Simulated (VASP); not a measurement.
# Sn2Ge: single point with r2SCAN

Sn2Ge:

```
Ge Sn
1.0
     4.45580    0.00000    0.00000
    -2.22790    3.85884    0.00000
     0.00000    0.00000   10.83028
Ge Sn
2 4
Direct
  0.00000 0.00000 0.99251
  0.66667 0.33333 0.67178
  0.33333 0.66667 0.33441
  0.66667 0.33333 0.91758
  0.33333 0.66667 0.59646
  0.00000 0.00000 0.23726
```

```yaml
Program: VASP 6.6.1
Task: single point
Functional: r2SCAN
Potentials_or_basis: VASP PAW PBE potentials, release 64 (Ge_d, Sn_d)
Cutoff: 520 eV
k_mesh: 6 × 6 × 2
Occupations: fermi-dirac, width 0.02 eV
Spin: no spin polarisation
Dipole_correction: no
Further_INCAR_settings: ALGO = Normal; EDIFF = 1e-07; NBANDS = 51
```

```yaml
Pressure: 0.0 GPa
Largest_force: 0.004 eV/Å
Band_gap_on_the_k_mesh: zero (bands 42 and 43 overlap by 0.21 eV)
```

Forces on the atoms (eV/Å):
```
Ge   0.000  0.000 -0.001
Ge   0.000  0.000 -0.004
Sn   0.000  0.000  0.000
Sn   0.000  0.000  0.002
Sn   0.000  0.000  0.003
Sn   0.000  0.000  0.000
```

Levels at points of the mesh, in eV from the Fermi level:
```tsv
k point	band 38	band 39	band 40	band 41	band 42	band 43	band 44	band 45	band 46	band 47
(0.00, 0.00, 0.00)	-0.92	-0.92	-0.79	-0.23	0.10	0.16	0.16	1.01	2.43	2.43
(0.50, 0.00, 0.00)	-2.73	-2.64	-2.59	-1.87	-1.50	0.79	1.13	1.33	1.83	3.41
(0.00, 0.00, 0.50)	-1.37	-0.67	-0.67	-0.20	-0.11	-0.11	0.23	1.48	2.96	2.96
(0.50, 0.00, 0.50)	-3.15	-2.62	-2.28	-1.20	-1.17	0.15	0.95	1.46	2.55	2.74
```

It took 17 min on 1 thread of Intel Xeon 8259CL, on a shared host, peak memory 0.42 GiB.

Caveat: semilocal functionals underestimate gaps, so a narrow gap can read as zero; the PAW data sets were made with another functional, which shifts forces and pressure a little; spin-orbit coupling is left out, which moves the levels of the heavy elements.
